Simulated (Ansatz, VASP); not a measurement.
Two plane-wave programs on MgO

File POSCAR:

```
MgO
1.0
    2.6233491285      0.0000000000      0.0000000000
    0.0000000000      2.6233491285      0.0000000000
    0.0000000000      0.0000000000      2.6233491285
Mg O
1 1
Direct
    0.0000000000      0.0000000000      0.0000000000
    0.5000000000      0.5000000000      0.5000000000
```

The input INCAR.step1:

```
SYSTEM = MgO
PREC = Accurate
ENCUT = 520
EDIFF = 1E-5
ISMEAR = 0
SIGMA = 0.01
LREAL = .False.
LASPH = .True.
NELM = 100
ALGO = Normal
ISIF = 2
LWAVE = .True.
LCHARG = .False.
NBANDS = 11
GGA = PE
```

The input INCAR.step2:

```
SYSTEM = MgO
PREC = Accurate
ENCUT = 520
EDIFF = 1E-6
ISMEAR = 0
SIGMA = 0.01
LREAL = .False.
LASPH = .True.
NELM = 100
ALGO = Normal
ISIF = 2
LWAVE = .False.
LCHARG = .False.
GGA = PE
LHFCALC = .True.
AEXX = 0.35
HFSCREEN = 0.2078
PRECFOCK = Normal
NBANDS = 11
ISTART = 1
```

KPOINTS

```
Automatic mesh
0
Gamma
  4 4 4
  0 0 0
```

Input for Ansatz:

```yaml
crystal:
  lattice:
    - [2.6233491285, 0.0, 0.0]
    - [0.0, 2.6233491285, 0.0]
    - [0.0, 0.0, 2.6233491285]
  atoms:
    - { symbol: Mg, position: [0.0, 0.0, 0.0] }
    - { symbol: O, position: [0.5, 0.5, 0.5] }
kpoints:
  mp_grid: { grid: [4, 4, 4] }
hamiltonian:
  xc:
    exchange: pbe
    correlation: pbe
    exx: { coeff: 0.35, omega: 0.2078 }
scf:
  occupations: { method: fixed }
  n_extra_bands: 4
output:
  forces: true
  stress: true
  eigenvalues: true
```

Alike in both runs: task single point; functional PBE-based screened hybrid; k mesh 4 × 4 × 4; no spin polarisation.

|  | VASP | Ansatz |
| --- | --- | --- |
| version | VASP 6.6.1 | Ansatz 0.2.0 |
| potentials or method | VASP PAW PBE potentials, release 64 (Mg, O) | plane waves |
| plane-wave cutoff (eV) | 520 | 420 |
| occupations | gaussian, width 0.01 eV | fixed |
| valence electrons in the cell | 8 | 16 |

Ansatz gave:

```
gap on the k mesh at the Fermi level (eV) : 4.87
pressure (GPa)                            : -3.3
```

Estimate VASP's values.

gap on the k mesh at the Fermi level (eV): 4.80; pressure (GPa): -3.7.

VASP's potentials were made for PBE, not for PBE-based screened hybrid. VASP's potentials hold 8 valence electrons a cell and Ansatz's 16, so a difference there can come from the potentials and not from the codes. Ansatz's warnings: stress exchange threshold loose, stress scf threshold loose.

The k mesh is coarse, so the values compare programs but aren't converged.
